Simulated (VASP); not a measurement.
# TiC (rocksalt type) (Fm-3m) in VASP: a series of runs, part 2 of 2

VASP 6.6.1. The steps go on from the part before.

## Step 4: Single point, PBE

This run uses another cell than the first one: it holds 4 atoms, not 2.

INCAR reads:

```
ALGO = Normal
EDIFF = 1E-6
ENCUT = 520
GGA = PE
ISIF = 2
ISMEAR = -1
LASPH = T
LCHARG = T
LELF = T
LREAL = F
LVHAR = T
LWAVE = F
NBANDS = 24
NELM = 60
PREC = Accurate
SIGMA = 0.05
```

KPOINTS reads:

```
k-points
0
Gamma
  13 13 10
```

POSCAR reads:

```
TiC
1.0
    2.1663639410      2.1663639410      0.0000000000
   -2.1663639410      2.1663639410      0.0000000000
    0.0000000000      0.0000000000      4.3327278821
Ti C
2 2
Direct
    0.0000000000      0.0000000000      0.0000000000
    0.5000000000      0.5000000000      0.5000000000
    0.5000000000      0.5000000000      0.0000000000
    0.0000000000      0.0000000000      0.5000000000
```

Potentials or basis: VASP PAW PBE potentials, release 64 (Ti_sv, C).

Launch:

```
> cat potpaw_PBE.64/Ti_sv/POTCAR potpaw_PBE.64/C/POTCAR > POTCAR
> mpirun -np 1 vasp_std > vasp.out
```

OUTCAR:

```text
EDIFF = 1E-6
   ENCUT = 520
   GGA = PE
   ISIF = 2
   ISMEAR = -1
   LASPH = T
   LREAL = F
   NELM = 60
   PREC = Accurate

 ion  position               nearest neighbor table
   1  0.000  0.000  0.000-   3 2.17   3 2.17   3 2.17   3 2.17   4 2.17   4 2.17
   2  0.500  0.500  0.500-   4 2.17   4 2.17   4 2.17   4 2.17   3 2.17   3 2.17
   3  0.500  0.500  0.000-   1 2.17   1 2.17   1 2.17   1 2.17   2 2.17   2 2.17
   4  0.000  0.000  0.500-   2 2.17   2 2.17   2 2.17   2 2.17   1 2.17   1 2.17

  LATTYP: Found a simple tetragonal cell.
 ALAT       =     3.0637012664
 C/A-ratio  =     1.4142135624

  Lattice vectors:

 A1 = (   2.1663639410,   2.1663639410,   0.0000000000)
 A2 = (  -2.1663639410,   2.1663639410,   0.0000000000)
 A3 = (   0.0000000000,   0.0000000000,   4.3327278821)

Analysis of symmetry for initial positions (statically):
=====================================================================
 Subroutine PRICEL returns following result:

  LATTYP: Found a face centered cubic cell.
 ALAT       =     4.3327278821

  Lattice vectors:

 A1 = (   0.0000000000,  -2.1663639410,  -2.1663639411)
 A2 = (   2.1663639410,   0.0000000000,  -2.1663639411)
 A3 = (   2.1663639410,  -2.1663639410,  -0.0000000000)

   2 primitive cells build up your supercell.

 Routine SETGRP: Setting up the symmetry group for a
 simple tetragonal supercell.

 Subroutine GETGRP returns: Found 16 space group operations
 (whereof 16 operations were pure point group operations)
 out of a pool of 16 trial point group operations.

The static configuration has the point symmetry D_4h.

Analysis of symmetry for dynamics (positions and initial velocities):
=====================================================================
 Subroutine PRICEL returns following result:

  LATTYP: Found a face centered cubic cell.
 ALAT       =     4.3327278821

  Lattice vectors:

 A1 = (   0.0000000000,  -2.1663639410,  -2.1663639411)
 A2 = (   2.1663639410,   0.0000000000,  -2.1663639411)
 A3 = (   2.1663639410,  -2.1663639410,  -0.0000000000)

   2 primitive cells build up your supercell.

 Routine SETGRP: Setting up the symmetry group for a
 simple tetragonal supercell.

 Subroutine GETGRP returns: Found 16 space group operations
 (whereof 16 operations were pure point group operations)
 out of a pool of 16 trial point group operations.

The dynamic configuration has the point symmetry D_4h.

 Subroutine INISYM returns: Found 16 space group operations
 (whereof 16 operations are pure point group operations),
 and found     2 'primitive' translations

----------------------------------------------------------------------------------------

                                     Primitive cell

  volume of cell :      20.3341

  direct lattice vectors                    reciprocal lattice vectors
     0.000000000 -2.166363941 -2.166363941    -0.230801478 -0.230801478 -0.230801478
     2.166363941  0.000000000 -2.166363941     0.230801478  0.230801478 -0.230801478
[... 25 lines left out ...]
     0.017753960  0.017753960  0.000000000     0.076923077  0.000000000  0.000000000
    -0.017753960  0.017753960  0.000000000     0.000000000  0.076923077  0.000000000
     0.000000000  0.000000000  0.023080148     0.000000000  0.000000000  0.100000000

  Length of vectors
     0.025107891  0.025107891  0.023080148

  Shift w.r.t. Gamma in fractional coordinates (k-lattice)
     0.000000000  0.000000000  0.000000000

 Subroutine IBZKPT returns following result:
 ===========================================

 Found    168 irreducible k-points:

 Following reciprocal coordinates:
            Coordinates               Weight
  0.000000  0.000000  0.000000      1.000000
  0.076923  0.000000  0.000000      4.000000
  0.153846  0.000000  0.000000      4.000000
  0.230769  0.000000  0.000000      4.000000
  0.307692  0.000000  0.000000      4.000000
  0.384615  0.000000  0.000000      4.000000
[... 16 lines left out ...]
  0.307692  0.307692  0.000000      4.000000
  0.384615  0.307692  0.000000      8.000000
 [... further k-points ...]
   k-points           NKPTS =    168   k-points in BZ     NKDIM =    168   number of bands    NBANDS=     24
   number of dos      NEDOS =    301   number of ions     NIONS =      4
   total plane-waves  NPLWV =  18432
   dimension x,y,z NGX =    24 NGY =   24 NGZ =   32
   dimension x,y,z NGXF=    48 NGYF=   48 NGZF=   64
   ions per type =               2   2
   NGX,Y,Z   is equivalent  to a cutoff of  13.02, 13.02, 12.28 a.u.
   NGXF,Y,Z  is equivalent  to a cutoff of  26.05, 26.05, 24.56 a.u.
 SYSTEM =  unknown system
   PREC   = accura    normal or accurate (medium, high low for compatibility)
   ISTART =      0    job   : 0-new  1-cont  2-samecut
   ICHARG =      2    charge: 1-file 2-atom 10-const
   ISPIN  =      1    spin polarized calculation?
   LNONCOLLINEAR =      F non collinear calculations
   LSORBIT =      F    spin-orbit coupling
   LASPH  =      T    aspherical Exc in radial PAW
   ENCUT  =  520.0 eV  38.22 Ry    6.18 a.u.   5.70  5.70  8.06*2*pi/ulx,y,z
   NELM   =     60;   NELMIN=  2; NELMDL= -5     # of ELM steps
   EDIFF  = 0.1E-05   stopping-criterion for ELM
   LREAL  =      F    real-space projection
   EDIFFG = 0.1E-04   stopping-criterion for IOM
   NSW    =      0    number of steps for IOM
   IBRION =     -1    ionic relax: 0-MD 1-quasi-New 2-CG
   NFREE  =      0    steps in history (QN), initial steepest desc. (CG)
   ISIF   =      2    stress and relaxation
   ISYM   =      2    0-nonsym 1-usesym 2-fastsym
   POTIM  = 0.5000    time-step for ionic-motion
   TEBEG  =    0.0;   TEEND  =   0.0 temperature during run
   PSTRESS=    0.0 pullay stress
   NELECT =      32.0000    total number of electrons
   NUPDOWN=      -1.0000    fix difference up-down
   EMIN   =  10.00;   EMAX   =-10.00  energy-range for DOS
   EFERMI =   0.00;   METHOD = LEGACY
   ISMEAR =    -1;   SIGMA  =   0.05  broadening in eV -4-tet -1-fermi 0-gaus
   EFERMI_NEDOS =   21; number of points for ismear=-14 and -15
   IALGO  =     38    algorithm
   IMIX   =      4    mixing-type and parameters
     AMIX     =   0.40;   BMIX     =  1.00
     AMIX_MAG =   1.60;   BMIX_MAG =  1.00
  volume/ion in A,a.u.               =      10.17        68.61
  Fermi-wavevector in a.u.,A,eV,Ry     =   1.511379  2.856092 31.079336  2.284267
  Thomas-Fermi vector in A             =   2.621444
   LORBIT       =      0    0 simple, 1 ext, 2 COOP (PROOUT), +10 PAW based schemes
   GGA     = PE    functional components
   LHFCALC =     F    Hartree Fock is set to
   AEXX    =    0.0000 exact exchange contribution
   IVDW    =     0    specifies the selected vdW correction
   LEPSILON=     F    determine dielectric tensor
   LRPA    =     F    only Hartree local field effects (RPA)
 non-spin polarized calculation
  energy-cutoff  :      520.00
  volume of cell :       40.67
 maximum number of plane-waves:      1120
 NGX is ok and might be reduce to    24

 number of electron      32.0000017 magnetization

 Free energy of the ion-electron system (eV)
  ---------------------------------------------------
  ext. energy  EPLUGINS =         0.00000000
  ---------------------------------------------------
  free energy    TOTEN  =       -37.42099298 eV

  energy without entropy =      -37.41607371  energy(sigma->0) =      -37.41853335

 E-fermi :   9.4215     XC(G=0): -12.6932

 val. band max:        9.3998625325   @ k =   0.0769   0.0769   0.1000
 cond. band min:       9.4481270649   @ k =   0.0769   0.0000   0.3000
 fundamental gap:      0.0482645324
 Fermi energy:         9.4215060676

 k-point     1 :       0.0000    0.0000    0.0000
  band No.  band energies     occupation
      1     -47.1897      2.00000
      2     -47.0932      2.00000
      3     -23.6471      2.00000
      4     -23.3816      2.00000
      5     -23.3816      2.00000
      6     -23.2143      2.00000
[... 637 lines left out ...]
     23      13.3014      0.00000
     24      13.7455      0.00000

 [... further k-points ...]
[... 5 lines left out ...]
  --------------------------------------------------------------------------------------
  -------------------------------------------------------------------------------------
  Total        0.0668501      0.0668501      0.0403025      0.0000000     -0.0000000      0.0000000
  in kB        2.6336519      2.6336519      1.5877721      0.0000000     -0.0000000      0.0000000
  external PRESSURE =       2.2850253 kB  Pullay stress =       0.0000000 kB

 VOLUME and BASIS-vectors are now :
 -----------------------------------------------------------------------------
  energy-cutoff  :      520.00
  volume of cell :       40.67
      direct lattice vectors                 reciprocal lattice vectors
     2.166363941  2.166363941  0.000000000     0.230801478  0.230801478  0.000000000
    -2.166363941  2.166363941  0.000000000    -0.230801478  0.230801478  0.000000000
     0.000000000  0.000000000  4.332727882     0.000000000  0.000000000  0.230801478

 POSITION                                       TOTAL-FORCE (eV/Angst)
 -----------------------------------------------------------------------------------
      0.00000      0.00000      0.00000         0.000000     -0.000000      0.000000
      0.00000      2.16636      2.16636        -0.000000      0.000000     -0.000000
      0.00000      2.16636      0.00000        -0.000000      0.000000      0.000000
      0.00000      0.00000      2.16636        -0.000000      0.000000      0.000000
 -----------------------------------------------------------------------------------
    total drift:                               -0.000000      0.000000     -0.000000

  FREE ENERGIE OF THE ION-ELECTRON SYSTEM (eV)
  ---------------------------------------------------
  free  energy   TOTEN  =       -37.4209929803 eV

  energy  without entropy=      -37.4160737142  energy(sigma->0) =      -37.41853335
```

Wall time 2.3 min (1 thread of AMD EPYC 7R13 (Zen 3), shared host); peak memory 0.23 GiB.

What came out:

```
Free energy            : -37.4210 eV
Pressure               : 0.2 GPa
Band gap on the k mesh : zero (band 16 reaches 10.10 eV, above the bottom of band 17 at 9.00 eV)
```

## Step 5: Overview

| task | cell | k mesh | cutoff (eV) | gap on the mesh (eV) | pressure (GPa) |
| --- | --- | --- | --- | --- | --- |
| single point | a = 3.064 Å, angles 60.0°, 2 atoms | 17 × 17 × 17 | 520 | none | 0.2 |
| relaxation of cell and atoms | relaxed from a = 3.047 Å, angles 60.0°, 2 atoms | 17 × 17 × 17 | 600 | none | 0.0 |
| single point | a = 3.064, b = 3.064, c = 4.333 Å, 4 atoms | 13 × 13 × 10 | 520 | none | 0.2 |

Alike in all rows: level PBE; potentials or basis VASP PAW PBE potentials, release 64 (Ti_sv, C); no spin polarisation; smearing fermi-dirac 0.05 eV.

Total energies depend on the potentials used, so only differences within one code and one set of settings carry meaning.
